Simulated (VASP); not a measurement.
# C in VASP: density of states with PBE

Aim: the density of states of C with PBE.

Everything below comes from runs of VASP 6.6.1. Logs are shortened: lines on timing, memory, paths and dates and some standing lists are left out, and cuts for length are marked.

## Step 1: The cell of the first run

The cell holds a slab with vacuum, 4 atoms: a = 2.456 Å, b = 2.456 Å, c = 23.524 Å, α = 90.00°, β = 90.00°, γ = 120.00°.

## Step 2: Density of states, PBE

File POSCAR:

```
C
1.0
    2.4561701622      0.0000000000      0.0000000000
   -1.2280850811      2.1271057565      0.0000000000
    0.0000000000      0.0000000000     23.5238033600
C
4
Direct
    0.3333333300      0.6666666600      0.3188259945
    0.6666666700      0.3333333400      0.3188259945
    0.3333333300      0.6666666600      0.6811740055
    0.6666666700      0.3333333400      0.6811740055
```

File INCAR.step1:

```
SYSTEM = C
ALGO     = Normal         ! electronic algorithm
EDIFF    = 1E-6           ! SCF threshold, eV
ENCUT    = 520            ! plane-wave cutoff, eV
GGA      = PE             ! functional
ISIF     = 2              ! what is computed and relaxed
ISMEAR   = -1             ! smearing method
LASPH    = .TRUE.         ! aspherical terms in the spheres
LCHARG   = .TRUE.         ! write CHGCAR
LREAL    = .FALSE.        ! projectors in reciprocal space
LWAVE    = .FALSE.        ! write WAVECAR
NBANDS   = 16             ! bands
NELM     = 100            ! most SCF steps
PREC     = Accurate       ! precision mode
SIGMA    = 0.05           ! smearing width, eV
```

File KPOINTS.step1:

```
k-points
0
G
  12 12 1
  0 0 0
```

File INCAR.step2:

```
SYSTEM = C
ALGO     = Normal         ! electronic algorithm
EDIFF    = 1E-6           ! SCF threshold, eV
ENCUT    = 520            ! plane-wave cutoff, eV
GGA      = PE             ! functional
ICHARG   = 11             ! starting density
ISIF     = 2              ! what is computed and relaxed
ISMEAR   = -5             ! smearing method
LASPH    = .TRUE.         ! aspherical terms in the spheres
LCHARG   = .FALSE.        ! write CHGCAR
LORBIT   = 10             ! projections on sites
LREAL    = .FALSE.        ! projectors in reciprocal space
LWAVE    = .FALSE.        ! write WAVECAR
NEDOS    = 1001           ! points of the DOS
NELM     = 100            ! most SCF steps
PREC     = Accurate       ! precision mode
SIGMA    = 0.05           ! smearing width, eV
```

File KPOINTS.step2:

```
k-points
0
G
  18 18 1
  0 0 0
```

Potentials or basis: VASP PAW PBE potentials, release 64 (C).

The run is started by

```
$ cat potpaw_PBE.64/C/POTCAR > POTCAR
$ cp INCAR.step1 INCAR
$ cp KPOINTS.step1 KPOINTS
$ mpirun -np 1 vasp_std > vasp.out
$ cp INCAR.step2 INCAR
$ cp KPOINTS.step2 KPOINTS
$ mpirun -np 1 vasp_std > vasp.out
```

OUTCAR:

```text
SYSTEM = C
   EDIFF = 1E-6
   ENCUT = 520
   GGA = PE
   ICHARG = 11
   ISIF = 2
   ISMEAR = -5
   LASPH = .TRUE.
   LORBIT = 10
   LREAL = .FALSE.
   NELM = 100
   PREC = Accurate

 ion  position               nearest neighbor table
   1  0.333  0.667  0.319-   2 1.42   2 1.42   2 1.42
   2  0.667  0.333  0.319-   1 1.42   1 1.42   1 1.42
   3  0.333  0.667  0.681-   4 1.42   4 1.42   4 1.42
   4  0.667  0.333  0.681-   3 1.42   3 1.42   3 1.42

  LATTYP: Found a hexagonal cell.
 ALAT       =     2.4561701622
 C/A-ratio  =     9.5774322651

  Lattice vectors:

 A1 = (   2.4561701622,   0.0000000000,   0.0000000000)
 A2 = (  -1.2280850811,   2.1271057565,   0.0000000000)
 A3 = (   0.0000000000,   0.0000000000,  23.5238033600)

Analysis of symmetry for initial positions (statically):
=====================================================================
 Subroutine PRICEL returns:
 Original cell was already a primitive cell.

 Routine SETGRP: Setting up the symmetry group for a
 hexagonal supercell.

 Subroutine GETGRP returns: Found 24 space group operations
 (whereof 24 operations were pure point group operations)
 out of a pool of 24 trial point group operations.

The static configuration has the point symmetry D_6h.

Analysis of symmetry for dynamics (positions and initial velocities):
=====================================================================
 Subroutine PRICEL returns:
 Original cell was already a primitive cell.

 Routine SETGRP: Setting up the symmetry group for a
 hexagonal supercell.

 Subroutine GETGRP returns: Found 24 space group operations
 (whereof 24 operations were pure point group operations)
 out of a pool of 24 trial point group operations.

The dynamic configuration has the point symmetry D_6h.

 Subroutine INISYM returns: Found 24 space group operations
 (whereof 24 operations are pure point group operations),
 and found     1 'primitive' translations

----------------------------------------------------------------------------------------

                                     Primitive cell

  volume of cell :     122.9009

  direct lattice vectors                    reciprocal lattice vectors
     2.456170162  0.000000000  0.000000000     0.407137916  0.235061185  0.000000000
    -1.228085081  2.127105756  0.000000000     0.000000000  0.470122370  0.000000000
     0.000000000  0.000000000 23.523803360     0.000000000  0.000000000  0.042510133

  length of vectors
     2.456170162  2.456170162 23.523803360     0.470122370  0.470122370  0.042510133

  position of ions in fractional coordinates (direct lattice)
     0.333333330  0.666666660  0.318825995
     0.666666670  0.333333340  0.318825995
     0.333333330  0.666666660  0.681174005
     0.666666670  0.333333340  0.681174005

  ion indices of the primitive-cell ions
   primitive index   ion index
                 1           1
                 2           2
                 3           3
                 4           4

----------------------------------------------------------------------------------------

 KPOINTS: k-points

Automatic generation of k-mesh.
 Grid dimensions read from file:
 generate k-points for:   18   18    1

 Generating k-lattice:

  Cartesian coordinates                     Fractional coordinates (reciprocal lattice)
     0.022618773  0.013058955  0.000000000     0.055555556 -0.000000000  0.000000000
     0.000000000  0.026117909  0.000000000     0.000000000  0.055555556  0.000000000
     0.000000000  0.000000000  0.042510133     0.000000000  0.000000000  1.000000000

  Length of vectors
     0.026117909  0.026117909  0.042510133

  Shift w.r.t. Gamma in fractional coordinates (k-lattice)
     0.000000000  0.000000000  0.000000000

 TETIRR: Found    169 inequivalent tetrahedra from     1944

 Subroutine IBZKPT returns following result:
 ===========================================

 Found     37 irreducible k-points:

 Following reciprocal coordinates:
            Coordinates               Weight
  0.000000  0.000000  0.000000      1.000000
  0.055556  0.000000  0.000000      6.000000
  0.111111  0.000000  0.000000      6.000000
  0.166667 -0.000000  0.000000      6.000000
  0.222222 -0.000000  0.000000      6.000000
  0.277778  0.000000  0.000000      6.000000
[... 16 lines left out ...]
  0.333333  0.111111  0.000000     12.000000
  0.388889  0.111111  0.000000     12.000000
 [... further k-points ...]
   k-points           NKPTS =     37   k-points in BZ     NKDIM =     37   number of bands    NBANDS=     12
   number of dos      NEDOS =   1001   number of ions     NIONS =      4
   total plane-waves  NPLWV =  58320
   dimension x,y,z NGX =    18 NGY =   18 NGZ =  180
   dimension x,y,z NGXF=    36 NGYF=   36 NGZF=  360
   ions per type =               4
   NGX,Y,Z   is equivalent  to a cutoff of  12.18, 12.18, 12.72 a.u.
   NGXF,Y,Z  is equivalent  to a cutoff of  24.37, 24.37, 25.44 a.u.
 SYSTEM =  C
   PREC   = accura    normal or accurate (medium, high low for compatibility)
   ISTART =      0    job   : 0-new  1-cont  2-samecut
   ICHARG =     11    charge: 1-file 2-atom 10-const
   ISPIN  =      1    spin polarized calculation?
   LNONCOLLINEAR =      F non collinear calculations
   LSORBIT =      F    spin-orbit coupling
   LASPH  =      T    aspherical Exc in radial PAW
   ENCUT  =  520.0 eV  38.22 Ry    6.18 a.u.   4.57  4.57 43.74*2*pi/ulx,y,z
   NELM   =    100;   NELMIN=  2; NELMDL=  0     # of ELM steps
   EDIFF  = 0.1E-05   stopping-criterion for ELM
   LREAL  =      F    real-space projection
   EDIFFG = 0.1E-04   stopping-criterion for IOM
   NSW    =      0    number of steps for IOM
   IBRION =     -1    ionic relax: 0-MD 1-quasi-New 2-CG
   NFREE  =      0    steps in history (QN), initial steepest desc. (CG)
   ISIF   =      2    stress and relaxation
   ISYM   =      2    0-nonsym 1-usesym 2-fastsym
   POTIM  = 0.5000    time-step for ionic-motion
   TEBEG  =    0.0;   TEEND  =   0.0 temperature during run
   PSTRESS=    0.0 pullay stress
   NELECT =      16.0000    total number of electrons
   NUPDOWN=      -1.0000    fix difference up-down
   EMIN   =  10.00;   EMAX   =-10.00  energy-range for DOS
   EFERMI =   0.00;   METHOD = LEGACY
   ISMEAR =    -5;   SIGMA  =   0.05  broadening in eV -4-tet -1-fermi 0-gaus
   EFERMI_NEDOS =   21; number of points for ismear=-14 and -15
   IALGO  =     38    algorithm
   IMIX   =      4    mixing-type and parameters
     AMIX     =   0.40;   BMIX     =  1.00
     AMIX_MAG =   1.60;   BMIX_MAG =  1.00
  volume/ion in A,a.u.               =      30.73       207.34
  Fermi-wavevector in a.u.,A,eV,Ry     =   0.829717  1.567937  9.366655  0.688430
  Thomas-Fermi vector in A             =   1.942311
   LORBIT       =     10    0 simple, 1 ext, 2 COOP (PROOUT), +10 PAW based schemes
   GGA     = PE    functional components
   LHFCALC =     F    Hartree Fock is set to
   AEXX    =    0.0000 exact exchange contribution
   IVDW    =     0    specifies the selected vdW correction
   LEPSILON=     F    determine dielectric tensor
   LRPA    =     F    only Hartree local field effects (RPA)
 non-spin polarized calculation
 Fermi weights with tetrahedron method with Bloechl corrections
  energy-cutoff  :      520.00
  volume of cell :      122.90
 maximum number of plane-waves:      3359

 number of electron      15.9999995 magnetization

 Free energy of the ion-electron system (eV)
  ---------------------------------------------------
  ext. energy  EPLUGINS =         0.00000000
  ---------------------------------------------------
  free energy    TOTEN  =       -36.89263441 eV

  energy without entropy =      -36.89263441  energy(sigma->0) =      -36.89263441

 E-fermi :  -1.6454     XC(G=0):  -3.6492

 val. band max:       -1.6454247270   @ k =   0.3333   0.3333   0.0000
 cond. band min:      -1.6453893868   @ k =   0.3333   0.3333   0.0000
 fundamental gap:      0.0000353401
 Fermi energy:        -1.6454221626

 k-point     1 :       0.0000    0.0000    0.0000
  band No.  band energies     occupation
      1     -21.2643      2.00000
      2     -21.2643      2.00000
      3      -9.3437      2.00000
      4      -9.3435      2.00000
      5      -4.6867      2.00000
      6      -4.6867      2.00000
      7      -4.6867      2.00000
      8      -4.6867      2.00000
      9       1.4117      0.00000
     10       1.7406      0.00000
     11       2.2090      0.00000
     12       2.9947      0.00000

 k-point     2 :       0.0556    0.0000    0.0000
  band No.  band energies     occupation
      1     -21.1908      2.00000
      2     -21.1908      2.00000
      3      -9.2557      2.00000
      4      -9.2556      2.00000
      5      -4.9857      2.00000
      6      -4.9857      2.00000
      7      -4.8450      2.00000
      8      -4.8450      2.00000
      9       1.5117      0.00000
     10       1.8400      0.00000
     11       2.3101      0.00000
     12       3.0939      0.00000

 k-point     3 :       0.1111    0.0000    0.0000
  band No.  band energies     occupation
      1     -20.9708      2.00000
      2     -20.9708      2.00000
      3      -8.9928      2.00000
      4      -8.9926      2.00000
      5      -5.8072      2.00000
      6      -5.8072      2.00000
      7      -5.2655      2.00000
      8      -5.2655      2.00000
      9       1.8117      0.00000
     10       2.1381      0.00000
     11       2.6132      0.00000
     12       3.3916      0.00000
[... 286 lines left out ...]
 k-point    23 :       0.3333    0.1111    0.0000
  band No.  band energies     occupation
      1     -17.5434      2.00000
      2     -17.5434      2.00000
      3     -12.6097      2.00000
      4     -12.6097      2.00000
      5      -8.7019      2.00000
      6      -8.7019      2.00000
      7      -5.1099      2.00000
      8      -5.1098      2.00000
      9       1.7033      0.00000
     10       1.7036      0.00000
     11       6.5776      0.00000
     12       6.8502      0.00000

 k-point    24 :       0.3889    0.1111    0.0000
  band No.  band energies     occupation
      1     -16.5426      2.00000
      2     -16.5426      2.00000
      3     -13.9111      2.00000
      4     -13.9110      2.00000
      5      -8.9278      2.00000
      6      -8.9277      2.00000
      7      -4.2033      2.00000
      8      -4.2032      2.00000
      9       0.5038      0.00000
     10       0.5040      0.00000
     11       7.1129      0.00000
     12       7.1137      0.00000

 [... further k-points ...]
[... 5 lines left out ...]
  --------------------------------------------------------------------------------------
  -------------------------------------------------------------------------------------
  Total        1.3134100      1.3134100     -0.0233704      0.0000000      0.0000000     -0.0000000
  in kB       17.1220524     17.1220524     -0.3046646      0.0000000      0.0000000     -0.0000000
  external PRESSURE =      11.3131467 kB  Pullay stress =       0.0000000 kB

 VOLUME and BASIS-vectors are now :
 -----------------------------------------------------------------------------
  energy-cutoff  :      520.00
  volume of cell :      122.90
      direct lattice vectors                 reciprocal lattice vectors
     2.456170162  0.000000000  0.000000000     0.407137916  0.235061185  0.000000000
    -1.228085081  2.127105756  0.000000000     0.000000000  0.470122370  0.000000000
     0.000000000  0.000000000 23.523803360     0.000000000  0.000000000  0.042510133

 POSITION                                       TOTAL-FORCE (eV/Angst)
 -----------------------------------------------------------------------------------
      0.00000      1.41807      7.50000         0.000000      0.000000     -0.000053
      1.22809      0.70904      7.50000         0.000000      0.000000     -0.000053
      0.00000      1.41807     16.02380        -0.000000      0.000000      0.000053
      1.22809      0.70904     16.02380        -0.000000     -0.000000      0.000053
 -----------------------------------------------------------------------------------
    total drift:                               -0.000000      0.000000      0.000000

  FREE ENERGIE OF THE ION-ELECTRON SYSTEM (eV)
  ---------------------------------------------------
  free  energy   TOTEN  =       -36.8926344103 eV

  energy  without entropy=      -36.8926344103  energy(sigma->0) =      -36.89263441

 total charge

# of ion       s       p       d       tot
------------------------------------------
    1        0.866   1.798   0.000   2.664
    2        0.866   1.798   0.000   2.664
    3        0.866   1.798   0.000   2.664
    4        0.866   1.798   0.000   2.664
--------------------------------------------------
tot          3.463   7.194   0.000  10.656
```

Wall time 38 s (1 thread of Intel Xeon 6975P-C (Granite Rapids), shared host); peak memory 0.22 GiB.

Results:

* Valence electrons inside the program's atomic spheres: C 2.66

Levels at points of the mesh, in eV from the Fermi level:
| k point | band 6 | band 7 | band 8 | band 9 | band 10 | band 11 |
| --- | --- | --- | --- | --- | --- | --- |
| (0.00, 0.00, 0.00) | -3.04 | -3.04 | -3.04 | 3.06 | 3.39 | 3.85 |
| (0.50, 0.00, 0.00) | -6.46 | -2.38 | -2.38 | 1.68 | 1.68 | 7.48 |

Caveat: tetrahedron occupations give inexact forces and stress in metals.
